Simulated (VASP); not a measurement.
Sb2S, 3 atoms in the cell. It takes space group P6/mmm (No. 191, hexagonal). Conventional cell: a = 5.221 Å, b = 5.221 Å, c = 3.036 Å, α = 90.00°, β = 90.00°, γ = 120.00°. Within 4.0 Å of Sb (site symmetry -6m2) lie 5 Sb at 3.01 to 3.04 Å and 6 S at 3.38 Å. S (site symmetry 6/mmm) has 2 S at 3.04 Å and 12 Sb at 3.38 Å within 4.0 Å. 

- Program: VASP 6.6.1
- Task: single point
- Functional: PBE
- Potentials or basis: VASP PAW PBE potentials, release 64 (Sb, S)
- Cutoff: 520 eV
- k mesh: 12 × 12 × 14
- Occupations: gaussian, width 0.1 eV
- Spin: no spin polarisation
- Dipole correction: no
- Further INCAR settings: ALGO = Normal; EDIFF = 1e-07; NBANDS = 15

Potentials or basis: VASP PAW PBE potentials, release 64 (Sb, S).

Run with:

```console
$ cat potpaw_PBE.64/Sb/POTCAR potpaw_PBE.64/S/POTCAR > POTCAR
$ mpirun -np 1 vasp_std > vasp.out
```

Hardware: 1 thread of Intel(R) Xeon(R) 6975P-C (Granite Rapids), on a shared host.

Task: How long does it take, and how much memory?

Result: Wall time 62 s on 1 thread of Intel(R) Xeon(R) 6975P-C (Granite Rapids), with other jobs on the host, peak memory 0.29 GiB. Counts: scf iterations 14, k points 152.
